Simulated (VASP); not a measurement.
# Pd (P6_3/mmc) in VASP: a series of runs

Runs on Pd. Level: PBE. Tasks: single point.

Everything below comes from runs of VASP 6.6.1. Logs are shortened: lines on timing, memory, paths and dates and some standing lists are left out, and cuts for length are marked.

### Step 1. The cell of the first run

The structure is hexagonal, space group P6_3/mmc (No. 194). The conventional cell has a = 2.891 Å, b = 2.891 Å, c = 9.528 Å, α = 90.00°, β = 90.00°, γ = 120.00°. Pd (site symmetry -3m) has 12 Pd at 2.89 to 2.91 Å within 3.8 Å. Within 3.8 Å of Pd (site symmetry -6m2) lie 12 Pd at 2.89 to 2.91 Å.

This isn't the form of Pd at room conditions, which is fcc.

### Step 2. Single point, PBE (17.24 Å³/atom)

INCAR

```
PREC = Accurate ; ENCUT = 520
EDIFF = 1E-7 ; ISMEAR = -1
SIGMA = 0.1 ; LREAL = False
LASPH = True ; NELM = 100
ALGO = Normal ; ISIF = 2
LWAVE = False ; LCHARG = True
GGA = PE ; LELF = True
LVHAR = True ; NBANDS = 28
```

KPOINTS

```
Automatic mesh
0
Gamma
  17 17 5
```

POSCAR

```
Pd
1.0
    2.8908830641      0.0000000000      0.0000000000
   -1.4454415321      2.5035781729      0.0000000000
    0.0000000000      0.0000000000      9.5279678871
Pd
4
Direct
    0.0000000000      0.0000000000      1.0000000000
    0.0000000000      1.0000000000      0.5000000000
    0.3333333333      0.6666666667      0.2500000000
    0.6666666667      0.3333333333      0.7500000000
```

Potentials or basis: VASP PAW PBE potentials, release 64 (Pd).

Command:

```bash
$ cat potpaw_PBE.64/Pd/POTCAR > POTCAR
$ mpirun -np 1 vasp_std > vasp.out
```

OUTCAR:

```text
PREC = Accurate
   ENCUT = 520
   EDIFF = 1E-7
   ISMEAR = -1
   LREAL = False
   LASPH = True
   NELM = 100
   ISIF = 2
   GGA = PE

 ion  position               nearest neighbor table
   1  0.000  0.000  0.000-   3 2.91   4 2.91   4 2.91   3 2.91   4 2.91   3 2.91
   2  0.000  0.000  0.500-   3 2.91   4 2.91   4 2.91   3 2.91   4 2.91   3 2.91
   3  0.333  0.667  0.250-   1 2.91   2 2.91   1 2.91   2 2.91   1 2.91   2 2.91
   4  0.667  0.333  0.750-   1 2.91   2 2.91   1 2.91   2 2.91   1 2.91   2 2.91

  LATTYP: Found a hexagonal cell.
 ALAT       =     2.8908830641
 C/A-ratio  =     3.2958676210

  Lattice vectors:

 A1 = (   2.8908830641,   0.0000000000,   0.0000000000)
 A2 = (  -1.4454415321,   2.5035781729,   0.0000000000)
 A3 = (   0.0000000000,   0.0000000000,   9.5279678871)

Analysis of symmetry for initial positions (statically):
=====================================================================
 Subroutine PRICEL returns:
 Original cell was already a primitive cell.

 Routine SETGRP: Setting up the symmetry group for a
 hexagonal supercell.

 Subroutine GETGRP returns: Found 24 space group operations
 (whereof 12 operations were pure point group operations)
 out of a pool of 24 trial point group operations.

The static configuration has the point symmetry D_3d.
 The point group associated with its full space group is D_6h.

Analysis of symmetry for dynamics (positions and initial velocities):
=====================================================================
 Subroutine PRICEL returns:
 Original cell was already a primitive cell.

 Routine SETGRP: Setting up the symmetry group for a
 hexagonal supercell.

 Subroutine GETGRP returns: Found 24 space group operations
 (whereof 12 operations were pure point group operations)
 out of a pool of 24 trial point group operations.

The dynamic configuration has the point symmetry D_3d.
 The point group associated with its full space group is D_6h.

 Subroutine INISYM returns: Found 24 space group operations
 (whereof 12 operations are pure point group operations),
 and found     1 'primitive' translations

----------------------------------------------------------------------------------------

                                     Primitive cell

  volume of cell :      68.9592

  direct lattice vectors                    reciprocal lattice vectors
     2.890883064  0.000000000  0.000000000     0.345915064  0.199714155  0.000000000
    -1.445441532  2.503578173  0.000000000     0.000000000  0.399428311  0.000000000
     0.000000000  0.000000000  9.527967887     0.000000000  0.000000000  0.104954174

  length of vectors
     2.890883064  2.890883064  9.527967887     0.399428311  0.399428311  0.104954174

  position of ions in fractional coordinates (direct lattice)
     0.000000000  0.000000000  0.000000000
     0.000000000  0.000000000  0.500000000
     0.333333333  0.666666667  0.250000000
     0.666666667  0.333333333  0.750000000

  ion indices of the primitive-cell ions
   primitive index   ion index
                 1           1
                 2           2
                 3           3
                 4           4

----------------------------------------------------------------------------------------

 KPOINTS: Automatic mesh

Automatic generation of k-mesh.
 Grid dimensions read from file:
 generate k-points for:   17   17    5

 Generating k-lattice:

  Cartesian coordinates                     Fractional coordinates (reciprocal lattice)
     0.020347945  0.011747891  0.000000000     0.058823529  0.000000000  0.000000000
     0.000000000  0.023495783  0.000000000     0.000000000  0.058823529  0.000000000
     0.000000000  0.000000000  0.020990835     0.000000000  0.000000000  0.200000000

  Length of vectors
     0.023495783  0.023495783  0.020990835

  Shift w.r.t. Gamma in fractional coordinates (k-lattice)
     0.000000000  0.000000000  0.000000000

 Subroutine IBZKPT returns following result:
 ===========================================

 Found     99 irreducible k-points:

 Following reciprocal coordinates:
            Coordinates               Weight
  0.000000  0.000000  0.000000      1.000000
  0.058824  0.000000  0.000000      6.000000
  0.117647  0.000000  0.000000      6.000000
  0.176471  0.000000  0.000000      6.000000
  0.235294  0.000000  0.000000      6.000000
  0.294118  0.000000  0.000000      6.000000
[... 16 lines left out ...]
  0.411765  0.117647  0.000000     12.000000
  0.176471  0.176471  0.000000      6.000000
 [... further k-points ...]
   k-points           NKPTS =     99   k-points in BZ     NKDIM =     99   number of bands    NBANDS=     28
   number of dos      NEDOS =    301   number of ions     NIONS =      4
   total plane-waves  NPLWV =  41472
   dimension x,y,z NGX =    24 NGY =   24 NGZ =   72
   dimension x,y,z NGXF=    48 NGYF=   48 NGZF=  144
   ions per type =               4
   NGX,Y,Z   is equivalent  to a cutoff of  13.80, 13.80, 12.56 a.u.
   NGXF,Y,Z  is equivalent  to a cutoff of  27.60, 27.60, 25.13 a.u.
 SYSTEM =  unknown system
   PREC   = accura    normal or accurate (medium, high low for compatibility)
   ISTART =      0    job   : 0-new  1-cont  2-samecut
   ICHARG =      2    charge: 1-file 2-atom 10-const
   ISPIN  =      1    spin polarized calculation?
   LNONCOLLINEAR =      F non collinear calculations
   LSORBIT =      F    spin-orbit coupling
   LASPH  =      T    aspherical Exc in radial PAW
   ENCUT  =  520.0 eV  38.22 Ry    6.18 a.u.   5.38  5.38 17.72*2*pi/ulx,y,z
   NELM   =    100;   NELMIN=  2; NELMDL= -5     # of ELM steps
   EDIFF  = 0.1E-06   stopping-criterion for ELM
   LREAL  =      F    real-space projection
   EDIFFG = 0.1E-05   stopping-criterion for IOM
   NSW    =      0    number of steps for IOM
   IBRION =     -1    ionic relax: 0-MD 1-quasi-New 2-CG
   NFREE  =      0    steps in history (QN), initial steepest desc. (CG)
   ISIF   =      2    stress and relaxation
   ISYM   =      2    0-nonsym 1-usesym 2-fastsym
   POTIM  = 0.5000    time-step for ionic-motion
   TEBEG  =    0.0;   TEEND  =   0.0 temperature during run
   PSTRESS=    0.0 pullay stress
   NELECT =      40.0000    total number of electrons
   NUPDOWN=      -1.0000    fix difference up-down
   EMIN   =  10.00;   EMAX   =-10.00  energy-range for DOS
   EFERMI =   0.00;   METHOD = LEGACY
   ISMEAR =    -1;   SIGMA  =   0.10  broadening in eV -4-tet -1-fermi 0-gaus
   EFERMI_NEDOS =   21; number of points for ismear=-14 and -15
   IALGO  =     38    algorithm
   IMIX   =      4    mixing-type and parameters
     AMIX     =   0.40;   BMIX     =  1.00
     AMIX_MAG =   1.60;   BMIX_MAG =  1.00
  volume/ion in A,a.u.               =      17.24       116.34
  Fermi-wavevector in a.u.,A,eV,Ry     =   1.365309  2.580059 25.362181  1.864068
  Thomas-Fermi vector in A             =   2.491548
   LORBIT       =      0    0 simple, 1 ext, 2 COOP (PROOUT), +10 PAW based schemes
   GGA     = PE    functional components
   LHFCALC =     F    Hartree Fock is set to
   AEXX    =    0.0000 exact exchange contribution
   IVDW    =     0    specifies the selected vdW correction
   LEPSILON=     F    determine dielectric tensor
   LRPA    =     F    only Hartree local field effects (RPA)
 non-spin polarized calculation
  energy-cutoff  :      520.00
  volume of cell :       68.96
 maximum number of plane-waves:      1907
 NGX is ok and might be reduce to    24
   NGX = 11   NGY = 11   NGZ = 35

 number of electron      40.0000004 magnetization

 Free energy of the ion-electron system (eV)
  ---------------------------------------------------
  ext. energy  EPLUGINS =         0.00000000
  ---------------------------------------------------
  free energy    TOTEN  =       -20.59698913 eV

  energy without entropy =      -20.29288390  energy(sigma->0) =      -20.44493651

 E-fermi :   7.4019     XC(G=0): -12.2325

 val. band max:        7.4014974308   @ k =   0.4118   0.0588   0.0000
 cond. band min:       7.4040126024   @ k =   0.2941   0.2353   0.0000
 fundamental gap:      0.0025151716
 Fermi energy:         7.4018641082

 k-point     1 :       0.0000    0.0000    0.0000
  band No.  band energies     occupation
      1       1.3689      2.00000
      2       2.8812      2.00000
      3       2.8864      2.00000
      4       3.1734      2.00000
      5       5.1242      2.00000
      6       5.1375      2.00000
[... 20 lines left out ...]
     27      20.4448      0.00000
     28      24.0450      0.00000

 k-point     2 :       0.0588    0.0000    0.0000
  band No.  band energies     occupation
      1       1.4677      2.00000
      2       2.9702      2.00000
      3       2.9759      2.00000
      4       3.2423      2.00000
      5       4.9846      2.00000
      6       5.0904      2.00000
[... 20 lines left out ...]
     27      20.5104      0.00000
     28      24.0193      0.00000

 k-point     3 :       0.1176    0.0000    0.0000
  band No.  band energies     occupation
      1       1.7555      2.00000
      2       3.2163      2.00000
      3       3.2240      2.00000
      4       3.4325      2.00000
      5       4.7377      2.00000
      6       4.9012      2.00000
[... 20 lines left out ...]
     27      20.7018      0.00000
     28      23.3478      0.00000

 k-point     4 :       0.1765    0.0000    0.0000
  band No.  band energies     occupation
      1       2.2020      2.00000
      2       3.5161      2.00000
      3       3.5414      2.00000
      4       3.6980      2.00000
      5       4.5056      2.00000
      6       4.6870      2.00000
[... 20 lines left out ...]
     27      20.9999      0.00000
     28      21.5527      0.00000

 k-point     5 :       0.2353    0.0000    0.0000
  band No.  band energies     occupation
      1       2.7332      2.00000
      2       3.6501      2.00000
      3       3.7054      2.00000
      4       3.9073      2.00000
      5       4.3865      2.00000
      6       4.4935      2.00000
[... 20 lines left out ...]
     27      20.9169      0.00000
     28      21.1358      0.00000

 k-point     6 :       0.2941    0.0000    0.0000
  band No.  band energies     occupation
      1       3.1728      2.00000
      2       3.6078      2.00000
      3       3.6105      2.00000
      4       3.8908      2.00000
      5       4.3033      2.00000
      6       4.3194      2.00000
[... 463 lines left out ...]
      5       4.2818      2.00000
      6       4.3099      2.00000
[... 20 lines left out ...]
     27      17.5951      0.00000
     28      17.7964      0.00000

 k-point    22 :       0.3529    0.1176    0.0000
  band No.  band energies     occupation
      1       3.4290      2.00000
      2       3.4365      2.00000
      3       3.6247      2.00000
      4       4.0566      2.00000
      5       4.1782      2.00000
      6       4.3797      2.00000
[... 20 lines left out ...]
     27      16.3813      0.00000
     28      16.9224      0.00000

 k-point    23 :       0.4118    0.1176    0.0000
  band No.  band energies     occupation
      1       3.3544      2.00000
      2       3.3827      2.00000
      3       3.5547      2.00000
      4       3.9952      2.00000
      5       4.1142      2.00000
      6       4.3856      2.00000
[... 20 lines left out ...]
     27      16.8648      0.00000
     28      17.5090      0.00000

 k-point    24 :       0.1765    0.1765    0.0000
  band No.  band energies     occupation
      1       3.5008      2.00000
      2       3.8659      2.00000
      3       3.9030      2.00000
      4       4.1895      2.00000
      5       4.3274      2.00000
      6       4.3535      2.00000
[... 20 lines left out ...]
     27      18.7573      0.00000
     28      20.4014      0.00000

 [... further k-points ...]

------------------------ aborting loop because EDIFF is reached ----------------------------------------

  FORCE on cell =-STRESS in cart. coord.  units (eV):
  Direction    XX          YY          ZZ          XY          YZ          ZX
  --------------------------------------------------------------------------------------
  -------------------------------------------------------------------------------------
  Total       -5.9221322     -5.9221322     -6.0122842      0.0000000     -0.0000000     -0.0000000
  in kB     -137.5931195   -137.5931195   -139.6876831      0.0000000     -0.0000000     -0.0000000
  external PRESSURE =    -138.2913074 kB  Pullay stress =       0.0000000 kB

 VOLUME and BASIS-vectors are now :
 -----------------------------------------------------------------------------
  energy-cutoff  :      520.00
  volume of cell :       68.96
      direct lattice vectors                 reciprocal lattice vectors
     2.890883064  0.000000000  0.000000000     0.345915064  0.199714155  0.000000000
    -1.445441532  2.503578173  0.000000000     0.000000000  0.399428311  0.000000000
     0.000000000  0.000000000  9.527967887     0.000000000  0.000000000  0.104954174

 POSITION                                       TOTAL-FORCE (eV/Angst)
 -----------------------------------------------------------------------------------
      0.00000      0.00000      0.00000         0.000000      0.000000      0.000000
      0.00000      0.00000      4.76398         0.000000      0.000000      0.000000
     -0.00000      1.66905      2.38199        -0.000000      0.000000     -0.000000
      1.44544      0.83453      7.14598         0.000000      0.000000      0.000000
 -----------------------------------------------------------------------------------
    total drift:                               -0.000000      0.000000      0.000000

  FREE ENERGIE OF THE ION-ELECTRON SYSTEM (eV)
  ---------------------------------------------------
  free  energy   TOTEN  =       -20.5969891336 eV

  energy  without entropy=      -20.2928838957  energy(sigma->0) =      -20.44493651
```

Wall time 3.1 min (1 thread of AMD EPYC 7R43 (Zen 3), shared host); peak memory 0.25 GiB.

Results:

- Free energy: -20.5970 eV
- Pressure: -13.8 GPa
- Band gap on the k mesh: zero (bands 20 and 21 overlap by 0.72 eV)

Levels at points of the mesh, in eV from the Fermi level:
```csv
k point,band 17,band 18,band 19,band 20,band 21,band 22,band 23,band 24
"(0.00, 0.00, 0.00)",-1.21,-0.85,-0.85,-0.58,-0.58,-0.14,-0.14,1.25
```

Caveat: the cell stands under tension.

### Step 3. Single point, PBE, collinear spin

This run uses another cell than the first one, of 15.36 Å³/atom.

INCAR

```
ALGO = Normal ; EDIFF = 1E-6
ENCUT = 520 ; GGA = PE
ISIF = 2 ; ISMEAR = -1
ISPIN = 2 ; LASPH = True
LCHARG = False ; LMAXMIX = 4
LORBIT = 11 ; LREAL = False
LWAVE = False ; MAGMOM = 0.5 0.5 -0.5 -0.5
NBANDS = 32 ; NELM = 150
PREC = Accurate ; SIGMA = 0.05
```

KPOINTS

```
k-points
0
Gamma
  13 13 4
```

POSCAR

```
Pd
1.0
    2.7788353415      0.0000000000      0.0000000000
   -1.3894176707      2.4065419986      0.0000000000
    0.0000000000      0.0000000000      9.1902525438
Pd
4
Direct
    0.0000000000      1.0000000000      0.0000000000
    1.0000000000      1.0000000000      0.5000000000
    0.3333333333      0.6666666667      0.2500000000
    0.6666666667      0.3333333333      0.7500000000
```

Potentials or basis: VASP PAW PBE potentials, release 64 (Pd).

Command:

```bash
$ cat potpaw_PBE.64/Pd/POTCAR > POTCAR
$ mpirun -np 1 vasp_std > vasp.out
```

OUTCAR:

```text
EDIFF = 1E-6
   ENCUT = 520
   GGA = PE
   ISIF = 2
   ISMEAR = -1
   ISPIN = 2
   LASPH = True
   LORBIT = 11
   LREAL = False
   NELM = 150
   PREC = Accurate

 ion  position               nearest neighbor table
   1  0.000  0.000  0.000-   3 2.80   4 2.80   3 2.80   4 2.80   4 2.80   3 2.80
   2  0.000  0.000  0.500-   3 2.80   4 2.80   3 2.80   4 2.80   4 2.80   3 2.80
   3  0.333  0.667  0.250-   1 2.80   2 2.80   1 2.80   2 2.80   1 2.80   2 2.80
   4  0.667  0.333  0.750-   1 2.80   2 2.80   1 2.80   2 2.80   1 2.80   2 2.80

  LATTYP: Found a hexagonal cell.
 ALAT       =     2.7788353415
 C/A-ratio  =     3.3072317768

  Lattice vectors:

 A1 = (   2.7788353415,   0.0000000000,   0.0000000000)
 A2 = (  -1.3894176707,   2.4065419986,   0.0000000000)
 A3 = (   0.0000000000,   0.0000000000,   9.1902525438)

Analysis of symmetry for initial positions (statically):
[... 1886 lines left out ...]

 [... further k-points ...]

------------------------ aborting loop because EDIFF is reached ----------------------------------------

  FORCE on cell =-STRESS in cart. coord.  units (eV):
  Direction    XX          YY          ZZ          XY          YZ          ZX
  --------------------------------------------------------------------------------------
  -------------------------------------------------------------------------------------
  Total       -0.1168412     -0.1168412     -0.1335362     -0.0000000      0.0000000     -0.0000000
  in kB       -3.0459518     -3.0459518     -3.4811765     -0.0000000      0.0000000     -0.0000000
  external PRESSURE =      -3.1910267 kB  Pullay stress =       0.0000000 kB

 VOLUME and BASIS-vectors are now :
 -----------------------------------------------------------------------------
  energy-cutoff  :      520.00
  volume of cell :       61.46
      direct lattice vectors                 reciprocal lattice vectors
     2.778835341  0.000000000  0.000000000     0.359862992  0.207766995  0.000000000
    -1.389417671  2.406541999  0.000000000     0.000000000  0.415533991  0.000000000
     0.000000000  0.000000000  9.190252544     0.000000000  0.000000000  0.108810938

 POSITION                                       TOTAL-FORCE (eV/Angst)
 -----------------------------------------------------------------------------------
      0.00000      0.00000      0.00000         0.000000      0.000000     -0.000000
      0.00000      0.00000      4.59513         0.000000      0.000000     -0.000000
     -0.00000      1.60436      2.29756         0.000000      0.000000      0.000000
      1.38942      0.80218      6.89269        -0.000000     -0.000000      0.000000
 -----------------------------------------------------------------------------------
    total drift:                               -0.000000      0.000000      0.000000

  FREE ENERGIE OF THE ION-ELECTRON SYSTEM (eV)
  ---------------------------------------------------
  free  energy   TOTEN  =       -20.8559676432 eV

  energy  without entropy=      -20.7779831860  energy(sigma->0) =      -20.81697541

 total charge

# of ion       s       p       d       tot
------------------------------------------
    1        0.466   0.433   8.462   9.362
    2        0.466   0.433   8.462   9.362
    3        0.467   0.435   8.458   9.360
    4        0.467   0.435   8.458   9.360
--------------------------------------------------
tot          1.867   1.736  33.841  37.444

 magnetization (x)

# of ion       s       p       d       tot
------------------------------------------
    1       -0.000  -0.000   0.008   0.007
    2       -0.000  -0.000   0.008   0.007
    3       -0.000  -0.000   0.007   0.007
    4       -0.000  -0.000   0.007   0.007
--------------------------------------------------
tot         -0.000  -0.001   0.029   0.028
```

Run time: 84 s. Hardware: 1 thread of Intel Xeon 6975P-C (Granite Rapids), shared host; peak memory 0.32 GiB.

Results:

```
Free energy                                           : -20.8560 eV
Pressure                                              : -0.3 GPa
Band gap on the k mesh                                : zero (filled and empty bands overlap)
Net moment                                            : 0.03 μB per cell
Valence electrons inside the program's atomic spheres : Pd 9.36
```

Levels at points of the mesh, in eV from the Fermi level:
Spin up:
```tsv
k point	band 18	band 19	band 20	band 21	band 22	band 23
(0.00, 0.00, 0.00)	-0.99	-0.99	-0.67	-0.67	-0.14	-0.14
(0.00, 0.00, 0.50)	-1.22	-0.85	-0.85	-0.36	-0.36	-0.36
```
Spin down:
```
           k point  band 16  band 17  band 18  band 19  band 20  band 21  band 22  band 23  band 24  band 25
(0.00, 0.00, 0.00)    -1.42    -1.42    -0.99    -0.99    -0.67    -0.67    -0.13    -0.13     0.98     6.80
(0.00, 0.00, 0.50)    -1.22    -1.22    -1.22    -0.85    -0.85    -0.36    -0.36    -0.36    -0.36     9.44
```

(Part 1 of 2 ends here.)
